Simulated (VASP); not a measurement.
Co, 2 atoms in the cell. Symmetry: P6_3/mmc, No. 194, hexagonal system. The conventional cell has a = 2.458 Å, b = 2.458 Å, c = 3.961 Å, α = 90.00°, β = 90.00°, γ = 120.00°. Co (site symmetry -6m2) has 12 Co at 2.44 to 2.46 Å within 3.2 Å. 

- Program: VASP 6.6.1
- Task: single point
- Functional: PBE
- Potentials or basis: VASP PAW PBE potentials, release 64 (Co)
- Cutoff: 520 eV
- k mesh: 15 × 15 × 8
- Occupations: methfessel-paxton, width 0.6 eV
- Spin: no spin polarisation
- Dipole correction: no
- Further INCAR settings: ALGO = Normal; EDIFF = 1e-06; NBANDS = 16

Potentials or basis: VASP PAW PBE potentials, release 64 (Co).

Command:

```sh
$ cat potpaw_PBE.64/Co/POTCAR > POTCAR
$ mpirun -np 1 vasp_std > vasp.out
```

Hardware: 1 thread of Intel(R) Xeon(R) Platinum 8259CL CPU @ 2.50GHz (Skylake/Cascade Lake), with other jobs on the host.

Task: How long does it take, and how much memory?

Result: It took 27 s on 1 thread of Intel(R) Xeon(R) Platinum 8259CL CPU @ 2.50GHz (Skylake/Cascade Lake), on a shared host, peak memory 0.15 GiB. Counts: scf iterations 11, k points 135.
